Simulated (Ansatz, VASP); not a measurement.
# One calculation of SnTe, two programs

```
Sn Te
1.0
     0.00000    3.04672    3.04672
     3.04672    0.00000    3.04672
     3.04672    3.04672    0.00000
Sn Te
1 1
Direct
  0.00000 0.00000 0.00000
  0.50000 0.50000 0.50000
```

Alike in both runs: task single point; functional PBEsol; k mesh 10 × 10 × 10; occupations gaussian, width 0.01 eV; no spin polarisation.

|  | VASP | Ansatz |
| --- | --- | --- |
| version | VASP 6.6.1 | Ansatz 0.2.0 |
| potentials or method | VASP PAW PBE potentials, release 64 (Sn_d, Te), cutoff 520 eV | scalar-relativistic, plane waves, PAW |
| valence electrons in the cell | 20 | 30 |

Ansatz gave:

| Quantity | Value |
| --- | --- |
| gap on the k mesh at the Fermi level (eV) | 0.30 |
| least direct gap on the mesh (eV) | 0.30 |
| pressure (GPa) | 5.5 |

Task: What did VASP give for the same quantities?

Result: gap on the k mesh at the Fermi level (eV): 0.29; least direct gap on the mesh (eV): 0.29; pressure (GPa): 5.5.

VASP's potentials were made for PBE, not for PBEsol. VASP's potentials hold 20 valence electrons a cell and Ansatz's 30, so a difference there can come from the potentials and not from the codes.

Spin-orbit coupling is off throughout.
